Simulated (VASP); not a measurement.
# MgZn4Te (P-3m1) in VASP: notebook

The runs below take MgZn4Te through single point, with PBE.

All numbers are computed with VASP 6.6.1; they aren't measurements. Logs are shortened: lines on timing, memory, paths and dates and some standing lists are left out, and cuts for length are marked.

**1. The cell of the first run**

It takes space group P-3m1 (No. 164, trigonal). The conventional cell has a = 3.238 Å, b = 3.238 Å, c = 12.248 Å, α = 90.00°, β = 90.00°, γ = 120.00°. Within 3.2 Å of Mg (site symmetry -3m) lie 6 Zn at 2.44 Å. Zn (site symmetry 3m) has 3 Mg at 2.44 Å within 3.2 Å. Zn (site symmetry 3m) has 3 Te at 2.40 Å within 3.2 Å. Te (site symmetry -3m) has 6 Zn at 2.40 Å within 3.2 Å.

**2. Single point, PBE**

Input file INCAR:

```
SYSTEM = MgZn4Te
PREC = Accurate
ENCUT = 520
EDIFF = 1E-7
ISMEAR = 0
SIGMA = 0.1
LREAL = .False.
LASPH = .True.
NELM = 100
ALGO = Fast
ISIF = 2
LWAVE = .False.
LCHARG = .True.
GGA = PE
LELF = .True.
LVHAR = .True.
NBANDS = 37
```

Input file KPOINTS:

```
Automatic mesh
0
Gamma
  6 6 2
  0 0 0
```

Input file POSCAR:

```
MgZn4Te
1.0
    3.2380922400      0.0000000000      0.0000000000
   -1.6190461200      2.8042701400      0.0000000000
    0.0000000000      0.0000000000     12.2482571600
Mg Zn Te
1 4 1
Direct
    0.0000000000      0.0000000000      0.0000000000
    0.6666666700      0.3333333300      0.8719140300
    0.6666666700      0.3333333300      0.3771010000
    0.3333333300      0.6666666700      0.6228990000
    0.3333333300      0.6666666700      0.1280859700
    0.0000000000      0.0000000000      0.5000000000
```

Potentials or basis: VASP PAW PBE potentials, release 64 (Mg, Zn, Te).

Run with:

```
> cat potpaw_PBE.64/Mg/POTCAR potpaw_PBE.64/Zn/POTCAR potpaw_PBE.64/Te/POTCAR > POTCAR
> mpirun -np 1 vasp_std > vasp.out
```

OUTCAR:

```text
SYSTEM = MgZn4Te
   PREC = Accurate
   ENCUT = 520
   EDIFF = 1E-7
   ISMEAR = 0
   LREAL = .False.
   LASPH = .True.
   NELM = 100
   ISIF = 2
   GGA = PE

 ion  position               nearest neighbor table
   1  0.000  0.000  0.000-   2 2.44   5 2.44   2 2.44   5 2.44   2 2.44   5 2.44
   2  0.667  0.333  0.872-   1 2.44   1 2.44   1 2.44
   3  0.667  0.333  0.377-   6 2.40   6 2.40   6 2.40
   4  0.333  0.667  0.623-   6 2.40   6 2.40   6 2.40
   5  0.333  0.667  0.128-   1 2.44   1 2.44   1 2.44
   6  0.000  0.000  0.500-   3 2.40   4 2.40   3 2.40   4 2.40   3 2.40   4 2.40

  LATTYP: Found a hexagonal cell.
 ALAT       =     3.2380922400
 C/A-ratio  =     3.7825535075

  Lattice vectors:

 A1 = (   3.2380922400,   0.0000000000,   0.0000000000)
 A2 = (  -1.6190461200,   2.8042701400,   0.0000000000)
 A3 = (   0.0000000000,   0.0000000000,  12.2482571600)

Analysis of symmetry for initial positions (statically):
=====================================================================
 Subroutine PRICEL returns:
 Original cell was already a primitive cell.

 Routine SETGRP: Setting up the symmetry group for a
 hexagonal supercell.

 Subroutine GETGRP returns: Found 12 space group operations
 (whereof 12 operations were pure point group operations)
 out of a pool of 24 trial point group operations.

The static configuration has the point symmetry D_3d.

Analysis of symmetry for dynamics (positions and initial velocities):
=====================================================================
 Subroutine PRICEL returns:
 Original cell was already a primitive cell.

 Routine SETGRP: Setting up the symmetry group for a
 hexagonal supercell.

 Subroutine GETGRP returns: Found 12 space group operations
 (whereof 12 operations were pure point group operations)
 out of a pool of 24 trial point group operations.

The dynamic configuration has the point symmetry D_3d.

 Subroutine INISYM returns: Found 12 space group operations
 (whereof 12 operations are pure point group operations),
 and found     1 'primitive' translations

----------------------------------------------------------------------------------------

                                     Primitive cell

  volume of cell :     111.2201

  direct lattice vectors                    reciprocal lattice vectors
     3.238092240  0.000000000  0.000000000     0.308823815  0.178299513  0.000000000
    -1.619046120  2.804270140  0.000000000     0.000000000  0.356599026  0.000000000
     0.000000000  0.000000000 12.248257160     0.000000000  0.000000000  0.081644269

  length of vectors
     3.238092240  3.238092240 12.248257160     0.356599026  0.356599026  0.081644269

  position of ions in fractional coordinates (direct lattice)
     0.000000000  0.000000000  0.000000000
     0.666666670  0.333333330  0.871914030
     0.666666670  0.333333330  0.377101000
     0.333333330  0.666666670  0.622899000
     0.333333330  0.666666670  0.128085970
     0.000000000  0.000000000  0.500000000

  ion indices of the primitive-cell ions
   primitive index   ion index
                 1           1
                 2           2
                 3           3
                 4           4
                 5           5
                 6           6

----------------------------------------------------------------------------------------

 KPOINTS: Automatic mesh

Automatic generation of k-mesh.
 Grid dimensions read from file:
 generate k-points for:    6    6    2

 Generating k-lattice:

  Cartesian coordinates                     Fractional coordinates (reciprocal lattice)
     0.051470636  0.029716585  0.000000000     0.166666667  0.000000000  0.000000000
     0.000000000  0.059433171  0.000000000     0.000000000  0.166666667  0.000000000
     0.000000000  0.000000000  0.040822134     0.000000000  0.000000000  0.500000000

  Length of vectors
     0.059433171  0.059433171  0.040822134

  Shift w.r.t. Gamma in fractional coordinates (k-lattice)
     0.000000000  0.000000000  0.000000000

 Subroutine IBZKPT returns following result:
 ===========================================

 Found     14 irreducible k-points:

 Following reciprocal coordinates:
            Coordinates               Weight
  0.000000  0.000000  0.000000      1.000000
  0.166667  0.000000  0.000000      6.000000
  0.333333  0.000000  0.000000      6.000000
  0.500000  0.000000  0.000000      3.000000
  0.166667  0.166667  0.000000      6.000000
  0.333333  0.166667  0.000000     12.000000
  0.333333  0.333333  0.000000      2.000000
  0.000000  0.000000  0.500000      1.000000
  0.166667  0.000000  0.500000      6.000000
  0.333333  0.000000  0.500000      6.000000
  0.500000  0.000000  0.500000      3.000000
  0.166667  0.166667  0.500000      6.000000
  0.333333  0.166667  0.500000     12.000000
  0.333333  0.333333  0.500000      2.000000
   k-points           NKPTS =     14   k-points in BZ     NKDIM =     14   number of bands    NBANDS=     37
   number of dos      NEDOS =    301   number of ions     NIONS =      6
   total plane-waves  NPLWV =  55296
   dimension x,y,z NGX =    24 NGY =   24 NGZ =   96
   dimension x,y,z NGXF=    48 NGYF=   48 NGZF=  192
   ions per type =               1   4   1
   NGX,Y,Z   is equivalent  to a cutoff of  12.32, 12.32, 13.03 a.u.
   NGXF,Y,Z  is equivalent  to a cutoff of  24.64, 24.64, 26.06 a.u.
 SYSTEM =  MgZn4Te
   PREC   = accura    normal or accurate (medium, high low for compatibility)
   ISTART =      0    job   : 0-new  1-cont  2-samecut
   ICHARG =      2    charge: 1-file 2-atom 10-const
   ISPIN  =      1    spin polarized calculation?
   LNONCOLLINEAR =      F non collinear calculations
   LSORBIT =      F    spin-orbit coupling
   LASPH  =      T    aspherical Exc in radial PAW
   ENCUT  =  520.0 eV  38.22 Ry    6.18 a.u.   6.02  6.02 22.77*2*pi/ulx,y,z
   NELM   =    100;   NELMIN=  2; NELMDL= -5     # of ELM steps
   EDIFF  = 0.1E-06   stopping-criterion for ELM
   LREAL  =      F    real-space projection
   EDIFFG = 0.1E-05   stopping-criterion for IOM
   NSW    =      0    number of steps for IOM
   IBRION =     -1    ionic relax: 0-MD 1-quasi-New 2-CG
   NFREE  =      0    steps in history (QN), initial steepest desc. (CG)
   ISIF   =      2    stress and relaxation
   ISYM   =      2    0-nonsym 1-usesym 2-fastsym
   POTIM  = 0.5000    time-step for ionic-motion
   TEBEG  =    0.0;   TEEND  =   0.0 temperature during run
   PSTRESS=    0.0 pullay stress
   NELECT =      56.0000    total number of electrons
   NUPDOWN=      -1.0000    fix difference up-down
   EMIN   =  10.00;   EMAX   =-10.00  energy-range for DOS
   EFERMI =   0.00;   METHOD = LEGACY
   ISMEAR =     0;   SIGMA  =   0.10  broadening in eV -4-tet -1-fermi 0-gaus
   EFERMI_NEDOS =   21; number of points for ismear=-14 and -15
   IALGO  =     68    algorithm
   IMIX   =      4    mixing-type and parameters
     AMIX     =   0.40;   BMIX     =  1.00
     AMIX_MAG =   1.60;   BMIX_MAG =  1.00
  volume/ion in A,a.u.               =      18.54       125.09
  Fermi-wavevector in a.u.,A,eV,Ry     =   1.302396  2.461172 23.078683  1.696235
  Thomas-Fermi vector in A             =   2.433467
   LORBIT       =      0    0 simple, 1 ext, 2 COOP (PROOUT), +10 PAW based schemes
   GGA     = PE    functional components
   LHFCALC =     F    Hartree Fock is set to
   AEXX    =    0.0000 exact exchange contribution
   IVDW    =     0    specifies the selected vdW correction
   LEPSILON=     F    determine dielectric tensor
   LRPA    =     F    only Hartree local field effects (RPA)
 non-spin polarized calculation
 RMM-DIIS sequential band-by-band and
 Gauss-broadening in eV      SIGMA  =   0.10
  energy-cutoff  :      520.00
  volume of cell :      111.22
 maximum number of plane-waves:      3030
   NGX = 13   NGY = 13   NGZ = 45

 number of electron      56.0000072 magnetization

 Free energy of the ion-electron system (eV)
  ---------------------------------------------------
  ext. energy  EPLUGINS =         0.00000000
  ---------------------------------------------------
  free energy    TOTEN  =        -2.84090801 eV

  energy without entropy =       -2.82930359  energy(sigma->0) =       -2.83510580

 E-fermi :   4.3775     XC(G=0): -10.3761

 val. band max:        4.3498534438   @ k =   0.1667   0.0000   0.0000
 cond. band min:       4.4029126585   @ k =   0.3333   0.0000   0.5000
 fundamental gap:      0.0530592146
 Fermi energy:         4.3774598381

 k-point     1 :       0.0000    0.0000    0.0000
  band No.  band energies     occupation
      1     -12.2703      2.00000
      2      -5.2601      2.00000
      3      -4.3841      2.00000
      4      -4.0646      2.00000
      5      -4.0646      2.00000
      6      -3.9726      2.00000
[... 29 lines left out ...]
     36      12.7441      0.00000
     37      12.7441      0.00000

 k-point     2 :       0.1667    0.0000    0.0000
  band No.  band energies     occupation
      1     -11.7854      2.00000
      2      -4.9126      2.00000
      3      -4.2388      2.00000
      4      -4.0679      2.00000
      5      -3.9541      2.00000
      6      -3.9172      2.00000
[... 29 lines left out ...]
     36      11.5763      0.00000
     37      12.7256      0.00000

 k-point     3 :       0.3333    0.0000    0.0000
  band No.  band energies     occupation
      1     -10.4405      2.00000
      2      -4.9230      2.00000
      3      -4.5320      2.00000
      4      -4.1339      2.00000
      5      -4.0087      2.00000
      6      -3.7699      2.00000
[... 29 lines left out ...]
     36      10.3885      0.00000
     37      11.6398      0.00000
[... 361 lines left out ...]
 k-point    13 :       0.3333    0.1667    0.5000
  band No.  band energies     occupation
      1      -9.3916      2.00000
      2      -5.3748      2.00000
      3      -4.4910      2.00000
      4      -4.3758      2.00000
      5      -3.9082      2.00000
      6      -3.7710      2.00000
[... 29 lines left out ...]
     36       9.1296      0.00000
     37      10.3328      0.00000

 k-point    14 :       0.3333    0.3333    0.5000
  band No.  band energies     occupation
      1      -8.7117      2.00000
      2      -5.0518      2.00000
      3      -5.0518      2.00000
      4      -4.4242      2.00000
      5      -3.7566      2.00000
      6      -3.7566      2.00000
[... 29 lines left out ...]
     36       8.1815      0.00000
     37       8.3108      0.00000

------------------------ aborting loop because EDIFF is reached ----------------------------------------

  FORCE on cell =-STRESS in cart. coord.  units (eV):
  Direction    XX          YY          ZZ          XY          YZ          ZX
  --------------------------------------------------------------------------------------
  -------------------------------------------------------------------------------------
  Total       19.7326132     19.7326132     19.2170924      0.0000000      0.0000000      0.0000000
  in kB      284.2574301    284.2574301    276.8311143      0.0000000      0.0000000      0.0000000
  external PRESSURE =     281.7819915 kB  Pullay stress =       0.0000000 kB

 VOLUME and BASIS-vectors are now :
 -----------------------------------------------------------------------------
  energy-cutoff  :      520.00
  volume of cell :      111.22
      direct lattice vectors                 reciprocal lattice vectors
     3.238092240  0.000000000  0.000000000     0.308823815  0.178299513  0.000000000
    -1.619046120  2.804270140  0.000000000     0.000000000  0.356599026  0.000000000
     0.000000000  0.000000000 12.248257160     0.000000000  0.000000000  0.081644269

 POSITION                                       TOTAL-FORCE (eV/Angst)
 -----------------------------------------------------------------------------------
      0.00000      0.00000      0.00000        -0.000000      0.000000      0.000000
      1.61905      0.93476     10.67943         0.000000      0.000000     -3.103973
      1.61905      0.93476      4.61883         0.000000      0.000000     -5.716122
     -0.00000      1.86951      7.62943        -0.000000     -0.000000      5.716122
     -0.00000      1.86951      1.56883         0.000000     -0.000000      3.103973
      0.00000      0.00000      6.12413        -0.000000      0.000000      0.000000
 -----------------------------------------------------------------------------------
    total drift:                                0.000000      0.000000      0.000000

  FREE ENERGIE OF THE ION-ELECTRON SYSTEM (eV)
  ---------------------------------------------------
  free  energy   TOTEN  =        -2.8409080110 eV

  energy  without entropy=       -2.8293035897  energy(sigma->0) =       -2.83510580
```

Run time: 93 s. Hardware: 1 thread of AMD EPYC 7R43 (Zen 3), shared host; peak memory 0.21 GiB.

What came out:

```
Free energy            : -2.8409 eV
Pressure               : 28.2 GPa
Largest force          : 5.716 eV/Å
Band gap on the k mesh : zero (band 28 reaches 5.72 eV, above the bottom of band 29 at 2.99 eV)
```

Forces in eV/Å, atoms in the order of the input:
```
Mg   0.000  0.000  0.000
Zn   0.000  0.000 -3.104
Zn   0.000  0.000 -5.716
Zn   0.000  0.000  5.716
Zn   0.000  0.000  3.104
Te   0.000  0.000  0.000
```

Levels at points of the mesh, in eV from the Fermi level:
```tsv
k point	band 25	band 26	band 27	band 28	band 29	band 30	band 31	band 32
(0.00, 0.00, 0.00)	-4.01	-0.57	0.18	1.34	1.34	5.22	6.27	6.27
(0.50, 0.00, 0.00)	-3.37	-2.67	-1.76	-1.25	-1.12	0.44	1.32	2.88
(0.00, 0.00, 0.50)	-2.85	-2.56	1.34	1.34	2.39	3.30	6.27	6.27
(0.50, 0.00, 0.50)	-3.32	-2.44	-1.76	-1.63	-1.38	1.51	1.81	2.08
```

Caveat: the k points lie up to 0.37 Å⁻¹ apart; spin-orbit coupling is left out, which moves the levels of the heavy elements; forces of over 1 eV/Å act on the atoms, so gaps and moduli don't describe the material at rest.

[end of part 1 of 2]
